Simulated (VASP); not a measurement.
AlNi3:

```
CELL_PARAMETERS angstrom
0.00000 2.80189 2.80189
2.80189 0.00000 2.80189
2.80189 2.80189 0.00000
ATOMIC_POSITIONS crystal
Al 0.50000 0.50000 0.50000
Ni 0.25000 0.25000 0.25000
Ni 0.00000 0.00000 0.00000
Ni 0.75000 0.75000 0.75000
```

Base run:

```yaml
Program: VASP 6.6.1
Functional: r2SCAN
Potentials_or_basis: VASP PAW PBE potentials, release 64 (Al, Ni)
Cutoff: 520 eV
k_mesh: 8 × 8 × 8
Occupations: gaussian, width 0.1 eV
Spin: no spin polarisation
```

Its results: pressure 0.1 GPa.

**Question.** The run is repeated on the same cell with these changes: k mesh from 8 × 8 × 8 to 1 × 1 × 1. What comes out?

**Answer.** Pressure 3.9 GPa.

Caveats: some runs use coarse meshes; the PAW data sets were made with another functional, which shifts forces and pressure a little.
